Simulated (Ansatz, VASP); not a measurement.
# MoS2: VASP beside Ansatz

```xyz
6
Lattice="3.1852 0.0000 0.0000 -1.5926 2.7585 0.0000 0.0000 0.0000 14.7071" Properties=species:S:1:pos:R:3 pbc="T T T"
Mo    0.0000    1.8390    3.6768
Mo    1.5926    0.9195   11.0303
S     0.0000    1.8390    9.4678
S     1.5926    0.9195    2.1142
S     0.0000    1.8390   12.5929
S     1.5926    0.9195    5.2393
```

Alike in both runs: functional PBE; k mesh 12 × 12 × 4; occupations gaussian, width 0.02 eV; no spin polarisation.

Ansatz relaxed the structure, and its values are those at the end. VASP's run is a single point on that final structure, the one shown.

|  | VASP | Ansatz |
| --- | --- | --- |
| version | VASP 6.6.1 | Ansatz 0.2.0 |
| potentials or method | VASP PAW PBE potentials, release 64 (Mo_sv, S), cutoff 520 eV | scalar-relativistic, plane waves, PAW |
| valence electrons in the cell | 52 | 52 |

Ansatz gave:

* gap on the k mesh at the Fermi level (eV): 1.43
* least direct gap on the mesh (eV): 1.66
* pressure (GPa): 0.0
* rms of the force components (eV/Å): 0.000

Q: Estimate VASP's values.

A: gap on the k mesh at the Fermi level (eV): 1.45; least direct gap on the mesh (eV): 1.67; pressure (GPa): -0.1; rms of the force components (eV/Å): 0.006.
